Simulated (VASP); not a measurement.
Write the native input for VASP 6.6.1 that does the following.

```
Task                   : single point
Functional             : PBEsol
Potentials or basis    : VASP PAW PBE potentials, release 64 (Sr_sv)
Cutoff                 : 520 eV
k mesh                 : 12 × 12 × 8
Occupations            : gaussian, width 0.15 eV
Spin                   : no spin polarisation
Dipole correction      : no
Further INCAR settings : ALGO = Fast; EDIFF = 1e-06; NBANDS = 17
```

The structure of Sr lies in POSCAR:

```
Sr
1.0
    4.4531298748      0.0000000000      0.0000000000
   -2.2265649374      3.3239880547      0.0000000000
    0.0000000000      0.0000000000      7.0387962796
Sr
2
Direct
    0.3333333333      0.6666666667      0.2500000000
    0.6666666667      0.3333333333      0.7500000000
```

This cell differs from its parent crystal: strain +e along x and -e along y +0.0733, strain +e along z and -e/2 along x and y +0.0233.

The input as run:

INCAR

```
SYSTEM = Sr
PREC = Accurate ; ENCUT = 520
EDIFF = 1E-6 ; ISMEAR = 0
SIGMA = 0.15 ; LREAL = .False.
LASPH = .True. ; NELM = 80
ALGO = Fast ; ISIF = 2
LWAVE = .False. ; LCHARG = .False.
GGA = PS ; NBANDS = 17
```

KPOINTS

```
Automatic mesh
0
Gamma
  12 12 8
  0 0 0
```

Potentials or basis: VASP PAW PBE potentials, release 64 (Sr_sv).

Run with:

```bash
$ cat potpaw_PBE.64/Sr_sv/POTCAR > POTCAR
$ mpirun -np 1 vasp_std > vasp.out
```

Results of the run:

```yaml
Pressure: 0.1 GPa
Largest_force: 0.119 eV/Å
Band_gap_on_the_k_mesh: zero (bands 10 and 11 overlap by 0.18 eV)
```

Caveat: the cell differs from its parent crystal (strain +e along x and -e along y +0.0733, strain +e along z and -e/2 along x and y +0.0233); the PAW data sets were made with another functional, which shifts forces and pressure a little.

It took 4.7 min on 1 thread of AMD EPYC 7R43 64-Core Processor (Zen 3) (shared host), peak memory 0.43 GiB.
